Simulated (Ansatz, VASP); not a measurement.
# One calculation of InSe2, two programs

Contents of INCAR:

```
SYSTEM = InSe2
ALGO = Normal
EDIFF = 1E-6
ENCUT = 520
GGA = PE
ISIF = 2
ISMEAR = -1
LASPH = .True.
LCHARG = .False.
LREAL = .False.
LWAVE = .False.
NBANDS = 34
NELM = 100
PREC = Accurate
SIGMA = 0.05
```

KPOINTS

```
k-points
0
Gamma
  10 10 4
  0 0 0
```

Contents of POSCAR:

```
InSe2
1.0
    3.8948930000      0.0000000000      0.0000000000
    0.0000000000      3.8948930000      0.0000000000
    0.0000000000      0.0000000000      9.6262310000
In Se
2 4
Direct
    0.0000000000      0.5000000000      0.7064680000
    0.5000000000      0.0000000000      0.2935320000
    0.0000000000      0.5000000000      0.3662120000
    0.5000000000      0.0000000000      0.6337880000
    0.0000000000      0.0000000000      0.0000000000
    0.5000000000      0.5000000000      0.0000000000
```

Input for Ansatz:

```yaml
crystal:
  lattice:
    - [3.894893, 0.0, 0.0]
    - [0.0, 3.894893, 0.0]
    - [0.0, 0.0, 9.626231]
  atoms:
    - { symbol: In, position: [0.0, 0.5, 0.706468] }
    - { symbol: In, position: [0.5, 0.0, 0.293532] }
    - { symbol: Se, position: [0.0, 0.5, 0.366212] }
    - { symbol: Se, position: [0.5, 0.0, 0.633788] }
    - { symbol: Se, position: [0.0, 0.0, 0.0] }
    - { symbol: Se, position: [0.5, 0.5, 0.0] }
basis:
  ecutwfc: 420
kpoints:
  mp_grid: { grid: [10, 10, 4] }
hamiltonian:
  xc: pbe
scf:
  occupations: { method: fermi_dirac, width: 0.05 }
output:
  forces: true
  stress: true
  eigenvalues: true
```

Alike in both runs: task single point; functional PBE; k mesh 10 × 10 × 4; occupations fermi-dirac, width 0.05 eV; no spin polarisation.

```csv
,VASP,Ansatz
version,VASP 6.6.1,Ansatz 0.2.0
potentials or method,"VASP PAW PBE potentials, release 64 (In_d, Se), cutoff 520 eV","scalar-relativistic, plane waves, PAW"
valence electrons in the cell,50,90
```

VASP gave:

| Property | Result |
| --- | --- |
| gap on the k mesh at the Fermi level (eV) | none |
| pressure (GPa) | -0.1 |
| traceless stress, the component that is largest in VASP (GPa) | 0.56 |
| rms of the force components (eV/Å) | 0.021 |

Problem. Which values does Ansatz return?

Solution. gap on the k mesh at the Fermi level (eV): none; pressure (GPa): -0.1; traceless stress, the component that is largest in VASP (GPa): 0.58; rms of the force components (eV/Å): 0.021.

Atom by atom the forces differ by 0.000 eV/Å (rms over components). A gap of «none» marks a metal or a gap that the smearing closes. VASP's potentials hold 50 valence electrons a cell and Ansatz's 90, so a difference there can come from the potentials and not from the codes.
